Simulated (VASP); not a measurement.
# Bi (P6_3/mmc) in VASP: further runs

The runs below take Bi through single point, with PBE.

Program: VASP 6.6.1. These are calculated values, not measurements. Logs are shortened: lines on timing, memory, paths and dates and some standing lists are left out, and cuts for length are marked.

## 1. The cell of the first run

Symmetry: P6_3/mmc, No. 194, hexagonal system. Conventional cell: a = 3.539 Å, b = 3.539 Å, c = 5.843 Å, α = 90.00°, β = 90.00°, γ = 120.00°. Within 4.7 Å of Bi (site symmetry -6m2) lie 12 Bi at 3.54 to 3.57 Å.

This isn't the form of Bi at room conditions, which is rhombohedral.

## 2. Single point, PBE

Contents of INCAR:

```
ALGO     = Normal         # electronic algorithm
EDIFF    = 1E-6           # SCF threshold, eV
ENCUT    = 520            # plane-wave cutoff, eV
GGA      = PE             # functional
ISIF     = 2              # what is computed and relaxed
ISMEAR   = -1             # smearing method
LASPH    = True           # aspherical terms in the spheres
LCHARG   = False          # write CHGCAR
LREAL    = False          # projectors in reciprocal space
LWAVE    = False          # write WAVECAR
NBANDS   = 38             # bands
NELM     = 60             # most SCF steps
PREC     = Accurate       # precision mode
SIGMA    = 0.08           # smearing width, eV
```

Contents of KPOINTS:

```
k-points
0
Gamma
  10 6 6
```

Contents of POSCAR:

```
Bi
1.0
   -1.7696662591      3.0651518732      0.0000000000
    0.0000000000      0.0000000000      5.8434446936
    5.3089987773      3.0651518731      0.0000000000
Bi
4
Direct
    0.5000000000      0.2500000000      0.1666666670
    0.0000000000      0.2500000000      0.6666666670
    0.0000000000      0.7500000000      0.3333333330
    0.5000000000      0.7500000000      0.8333333330
```

Potentials or basis: VASP PAW PBE potentials, release 64 (Bi_d).

Launch:

```console
$ cat potpaw_PBE.64/Bi_d/POTCAR > POTCAR
$ mpirun -np 1 vasp_std > vasp.out
```

OUTCAR:

```text
EDIFF = 1E-6
   ENCUT = 520
   GGA = PE
   ISIF = 2
   ISMEAR = -1
   LASPH = True
   LREAL = False
   NELM = 60
   PREC = Accurate

 ion  position               nearest neighbor table
   1  0.500  0.250  0.167-   2 3.54   2 3.54   2 3.54   2 3.54   3 3.57   3 3.57   3 3.57   3 3.57
                             4 3.57   4 3.57
   2  0.000  0.250  0.667-   1 3.54   1 3.54   1 3.54   1 3.54   4 3.57   4 3.57   4 3.57   4 3.57
                             3 3.57   3 3.57
   3  0.000  0.750  0.333-   4 3.54   4 3.54   4 3.54   4 3.54   1 3.57   1 3.57   1 3.57   1 3.57
                             2 3.57   2 3.57
   4  0.500  0.750  0.833-   3 3.54   3 3.54   3 3.54   3 3.54   2 3.57   2 3.57   2 3.57   2 3.57
                             1 3.57   1 3.57

  LATTYP: Found a simple orthorhombic cell.
 ALAT       =     3.5393325182
 B/A-ratio  =     1.6510018947
 C/A-ratio  =     1.7320508076

  Lattice vectors:

 A1 = (  -1.7696662591,   3.0651518732,   0.0000000000)
 A2 = (   0.0000000000,   0.0000000000,   5.8434446936)
 A3 = (   5.3089987773,   3.0651518731,   0.0000000000)

Analysis of symmetry for initial positions (statically):
=====================================================================
 Subroutine PRICEL returns following result:

  LATTYP: Found a hexagonal cell.
 ALAT       =     3.5393325182
 C/A-ratio  =     1.6510018947

  Lattice vectors:

 A1 = (   1.7696662591,   3.0651518732,   0.0000000000)
 A2 = (  -3.5393325182,   0.0000000000,   0.0000000000)
 A3 = (   0.0000000000,   0.0000000000,   5.8434446936)

   2 primitive cells build up your supercell.

 Routine SETGRP: Setting up the symmetry group for a
 simple orthorhombic supercell.

 Subroutine GETGRP returns: Found  8 space group operations
 (whereof  4 operations were pure point group operations)
 out of a pool of  8 trial point group operations.

The static configuration has the point symmetry C_2h.
 The point group associated with its full space group is D_2h.

Analysis of symmetry for dynamics (positions and initial velocities):
=====================================================================
 Subroutine PRICEL returns following result:

  LATTYP: Found a hexagonal cell.
 ALAT       =     3.5393325182
 C/A-ratio  =     1.6510018947

  Lattice vectors:

 A1 = (   1.7696662591,   3.0651518732,   0.0000000000)
 A2 = (  -3.5393325182,   0.0000000000,   0.0000000000)
 A3 = (   0.0000000000,   0.0000000000,   5.8434446936)

   2 primitive cells build up your supercell.

 Routine SETGRP: Setting up the symmetry group for a
 simple orthorhombic supercell.

 Subroutine GETGRP returns: Found  8 space group operations
 (whereof  4 operations were pure point group operations)
 out of a pool of  8 trial point group operations.

The dynamic configuration has the point symmetry C_2h.
 The point group associated with its full space group is D_2h.

 Subroutine INISYM returns: Found  8 space group operations
 (whereof  4 operations are pure point group operations),
 and found     2 'primitive' translations

----------------------------------------------------------------------------------------

                                     Primitive cell

  volume of cell :      63.3931

  direct lattice vectors                    reciprocal lattice vectors
     1.769666259  3.065151873  0.000000000     0.000000000  0.326248108  0.000000000
    -3.539332518  0.000000000  0.000000000    -0.282539150  0.163124054  0.000000000
     0.000000000  0.000000000  5.843444694     0.000000000  0.000000000  0.171131935

  length of vectors
     3.539332518  3.539332518  5.843444694     0.326248108  0.326248108  0.171131935

  position of ions in fractional coordinates (direct lattice)
     0.666666667  0.333333333  0.250000000
     0.333333333  0.666666667  0.750000000

  ion indices of the primitive-cell ions
   primitive index   ion index
                 1           1
                 2           4

----------------------------------------------------------------------------------------

 KPOINTS: k-points

Automatic generation of k-mesh.
 Grid dimensions read from file:
 generate k-points for:   10    6    6

 Generating k-lattice:

  Cartesian coordinates                     Fractional coordinates (reciprocal lattice)
    -0.014126957  0.024468608  0.000000000     0.100000000  0.000000000  0.000000000
     0.000000000  0.000000000  0.028521989     0.000000000  0.166666667  0.000000000
     0.023544929  0.013593671  0.000000000     0.000000000  0.000000000  0.166666667

  Length of vectors
     0.028253915  0.028521989  0.027187342

  Shift w.r.t. Gamma in fractional coordinates (k-lattice)
     0.000000000  0.000000000  0.000000000

 Subroutine IBZKPT returns following result:
 ===========================================

 Found     96 irreducible k-points:

 Following reciprocal coordinates:
            Coordinates               Weight
  0.000000  0.000000  0.000000      1.000000
  0.100000  0.000000 -0.000000      2.000000
  0.200000  0.000000 -0.000000      2.000000
  0.300000  0.000000  0.000000      2.000000
  0.400000  0.000000 -0.000000      2.000000
  0.500000  0.000000  0.000000      1.000000
[... 16 lines left out ...]
  0.400000  0.500000 -0.000000      2.000000
  0.500000  0.500000  0.000000      1.000000
 [... further k-points ...]
   k-points           NKPTS =     96   k-points in BZ     NKDIM =     96   number of bands    NBANDS=     38
   number of dos      NEDOS =    301   number of ions     NIONS =      4
   total plane-waves  NPLWV =  64512
   dimension x,y,z NGX =    28 NGY =   48 NGZ =   48
   dimension x,y,z NGXF=    56 NGYF=   96 NGZF=   96
   ions per type =               4
   NGX,Y,Z   is equivalent  to a cutoff of  13.15, 13.66, 13.02 a.u.
   NGXF,Y,Z  is equivalent  to a cutoff of  26.30, 27.31, 26.03 a.u.
 SYSTEM =  unknown system
   PREC   = accura    normal or accurate (medium, high low for compatibility)
   ISTART =      0    job   : 0-new  1-cont  2-samecut
   ICHARG =      2    charge: 1-file 2-atom 10-const
   ISPIN  =      1    spin polarized calculation?
   LNONCOLLINEAR =      F non collinear calculations
   LSORBIT =      F    spin-orbit coupling
   LASPH  =      T    aspherical Exc in radial PAW
   ENCUT  =  520.0 eV  38.22 Ry    6.18 a.u.   6.58 10.86 11.40*2*pi/ulx,y,z
   NELM   =     60;   NELMIN=  2; NELMDL= -5     # of ELM steps
   EDIFF  = 0.1E-05   stopping-criterion for ELM
   LREAL  =      F    real-space projection
   EDIFFG = 0.1E-04   stopping-criterion for IOM
   NSW    =      0    number of steps for IOM
   IBRION =     -1    ionic relax: 0-MD 1-quasi-New 2-CG
   NFREE  =      0    steps in history (QN), initial steepest desc. (CG)
   ISIF   =      2    stress and relaxation
   ISYM   =      2    0-nonsym 1-usesym 2-fastsym
   POTIM  = 0.5000    time-step for ionic-motion
   TEBEG  =    0.0;   TEEND  =   0.0 temperature during run
   PSTRESS=    0.0 pullay stress
   NELECT =      60.0000    total number of electrons
   NUPDOWN=      -1.0000    fix difference up-down
   EMIN   =  10.00;   EMAX   =-10.00  energy-range for DOS
   EFERMI =   0.00;   METHOD = LEGACY
   ISMEAR =    -1;   SIGMA  =   0.08  broadening in eV -4-tet -1-fermi 0-gaus
   EFERMI_NEDOS =   21; number of points for ismear=-14 and -15
   IALGO  =     38    algorithm
   IMIX   =      4    mixing-type and parameters
     AMIX     =   0.40;   BMIX     =  1.00
     AMIX_MAG =   1.60;   BMIX_MAG =  1.00
  volume/ion in A,a.u.               =      31.70       213.90
  Fermi-wavevector in a.u.,A,eV,Ry     =   1.275757  2.410830 22.144228  1.627555
  Thomas-Fermi vector in A             =   2.408451
   LORBIT       =      0    0 simple, 1 ext, 2 COOP (PROOUT), +10 PAW based schemes
   GGA     = PE    functional components
   LHFCALC =     F    Hartree Fock is set to
   AEXX    =    0.0000 exact exchange contribution
   IVDW    =     0    specifies the selected vdW correction
   LEPSILON=     F    determine dielectric tensor
   LRPA    =     F    only Hartree local field effects (RPA)
 non-spin polarized calculation
  energy-cutoff  :      520.00
  volume of cell :      126.79
 maximum number of plane-waves:      3442
 NGX is ok and might be reduce to    28
   NGX = 13   NGY = 21   NGZ = 23

 number of electron      60.0000003 magnetization

 Free energy of the ion-electron system (eV)
  ---------------------------------------------------
  ext. energy  EPLUGINS =         0.00000000
  ---------------------------------------------------
  free energy    TOTEN  =       -15.04056027 eV

  energy without entropy =      -14.99503280  energy(sigma->0) =      -15.01779653

 E-fermi :   7.8321     XC(G=0): -10.2071

 val. band max:        7.8319887194   @ k =   0.5000   0.3333   0.5000
 cond. band min:       7.8509723332   @ k =   0.4000   0.1667   0.1667
 fundamental gap:      0.0189836138
 Fermi energy:         7.8321244637

 k-point     1 :       0.0000    0.0000    0.0000
  band No.  band energies     occupation
      1     -15.3708      2.00000
      2     -15.3268      2.00000
      3     -15.3200      2.00000
      4     -15.3093      2.00000
      5     -15.3084      2.00000
      6     -15.3027      2.00000
[... 30 lines left out ...]
     37      12.6234      0.00000
     38      14.7895      0.00000

 k-point     2 :       0.1000    0.0000   -0.0000
  band No.  band energies     occupation
      1     -15.3573      2.00000
      2     -15.3313      2.00000
      3     -15.3194      2.00000
      4     -15.3105      2.00000
      5     -15.2976      2.00000
      6     -15.2968      2.00000
[... 30 lines left out ...]
     37      13.7998      0.00000
     38      13.8068      0.00000

 k-point     3 :       0.2000    0.0000   -0.0000
  band No.  band energies     occupation
      1     -15.3390      2.00000
      2     -15.3215      2.00000
      3     -15.3196      2.00000
      4     -15.3131      2.00000
      5     -15.2873      2.00000
      6     -15.2867      2.00000
[... 30 lines left out ...]
     37      12.4634      0.00000
[... 781 lines left out ...]
 k-point    23 :       0.4000    0.5000   -0.0000
  band No.  band energies     occupation
      1     -15.3227      2.00000
      2     -15.3227      2.00000
      3     -15.3197      2.00000
      4     -15.3197      2.00000
      5     -15.2882      2.00000
      6     -15.2882      2.00000
[... 30 lines left out ...]
     37      14.8476      0.00000
     38      14.8476      0.00000

 k-point    24 :       0.5000    0.5000    0.0000
  band No.  band energies     occupation
      1     -15.3221      2.00000
      2     -15.3221      2.00000
      3     -15.3221      2.00000
      4     -15.3221      2.00000
      5     -15.2756      2.00000
      6     -15.2756      2.00000
[... 30 lines left out ...]
     37      15.1588      0.00000
     38      15.1588      0.00000

 [... further k-points ...]
[... 5 lines left out ...]
  --------------------------------------------------------------------------------------
  -------------------------------------------------------------------------------------
  Total       -0.4599676     -0.0943393      0.0232857     -0.3166434      0.0000000      0.0000000
  in kB       -5.8125343     -1.1921501      0.2942580     -4.0013701      0.0000000      0.0000000
  external PRESSURE =      -2.2368088 kB  Pullay stress =       0.0000000 kB

 VOLUME and BASIS-vectors are now :
 -----------------------------------------------------------------------------
  energy-cutoff  :      520.00
  volume of cell :      126.79
      direct lattice vectors                 reciprocal lattice vectors
    -1.769666259  3.065151873  0.000000000    -0.141269575  0.244686081  0.000000000
     0.000000000  0.000000000  5.843444694     0.000000000  0.000000000  0.171131935
     5.308998777  3.065151873  0.000000000     0.141269575  0.081562027  0.000000000

 POSITION                                       TOTAL-FORCE (eV/Angst)
 -----------------------------------------------------------------------------------
      0.00000      2.04343      1.46086        -0.021823     -0.012600      0.000000
      3.53933      2.04343      1.46086        -0.021823     -0.012600     -0.000000
      1.76967      1.02172      4.38258         0.021823      0.012600      0.000000
      3.53933      4.08687      4.38258         0.021823      0.012600     -0.000000
 -----------------------------------------------------------------------------------
    total drift:                                0.000000      0.000000      0.000000

  FREE ENERGIE OF THE ION-ELECTRON SYSTEM (eV)
  ---------------------------------------------------
  free  energy   TOTEN  =       -15.0405602672 eV

  energy  without entropy=      -14.9950327982  energy(sigma->0) =      -15.01779653
```

It took 7.2 min on 1 thread of Intel Xeon 8259CL, shared host; peak memory 0.46 GiB.

Results:

```
Free energy            : -15.0406 eV
Pressure               : -0.2 GPa
Largest force          : 0.025 eV/Å
Band gap on the k mesh : zero (bands 30 and 31 overlap by 2.82 eV)
```

Forces in eV/Å, atoms in the order of the input:
```
Bi  -0.022 -0.013  0.000
Bi  -0.022 -0.013  0.000
Bi   0.022  0.013  0.000
Bi   0.022  0.013  0.000
```

Caveat: spin-orbit coupling is left out, which moves the levels of the heavy elements.

## 3. Single point, PBE

Contents of INCAR:

```
SYSTEM = Bi
  PREC = Accurate
  ENCUT = 520
  EDIFF = 1E-6
  ISMEAR = -1
  SIGMA = 0.08
  LREAL = .FALSE.
  LASPH = .TRUE.
  NELM = 80
  ALGO = Normal
  ISIF = 2
  LWAVE = .FALSE.
  LCHARG = .FALSE.
  GGA = PE
  NBANDS = 38
```

Contents of KPOINTS:

```
regular mesh
0
G
  10 6 6
  0 0 0
```

POSCAR is that of step 2.

Potentials or basis: VASP PAW PBE potentials, release 64 (Bi_d).

Launch:

```console
$ cat potpaw_PBE.64/Bi_d/POTCAR > POTCAR
$ mpirun -np 1 vasp_std > vasp.out
```

Run time: 7.5 min. Hardware: 1 thread of Intel Xeon 8259CL, shared host; peak memory 0.46 GiB.

The run converged. Its results:

* Free energy: -15.0406 eV
* Pressure: -0.2 GPa
* Largest force: 0.025 eV/Å
* Band gap on the k mesh: zero (bands 30 and 31 overlap by 2.82 eV)

Forces in eV/Å, atoms in the order of the input:
```
Bi  -0.022 -0.013  0.000
Bi  -0.022 -0.013  0.000
Bi   0.022  0.013  0.000
Bi   0.022  0.013  0.000
```

Stress tensor (GPa, compression positive):
```
-0.58 -0.40  0.00
-0.40 -0.12  0.00
 0.00  0.00  0.03
```

Levels at points of the mesh, in eV from the Fermi level:
```
           k point  band 28  band 29  band 30  band 31  band 32  band 33
(0.00, 0.00, 0.00)    -1.97     0.16     0.38     3.22     3.32     3.32
(0.50, 0.00, 0.00)    -2.99    -2.23    -2.23    -0.87    -0.87     0.36
(0.00, 0.50, 0.00)    -1.26     1.35     1.35     1.51     1.51     4.01
(0.50, 0.50, 0.00)    -3.69    -1.47    -1.47    -1.47    -1.47     2.01
(0.00, 0.00, 0.50)    -1.73     0.39     0.39     1.46     1.46     3.34
(0.50, 0.00, 0.50)    -3.07    -1.97    -1.97     0.16     0.16     0.38
(0.00, 0.50, 0.50)    -1.86     0.58     0.58     0.58     0.58     2.52
(0.50, 0.50, 0.50)    -4.80     1.36     1.36     1.36     1.36     1.51
```

Caveat: spin-orbit coupling is left out, which moves the levels of the heavy elements.
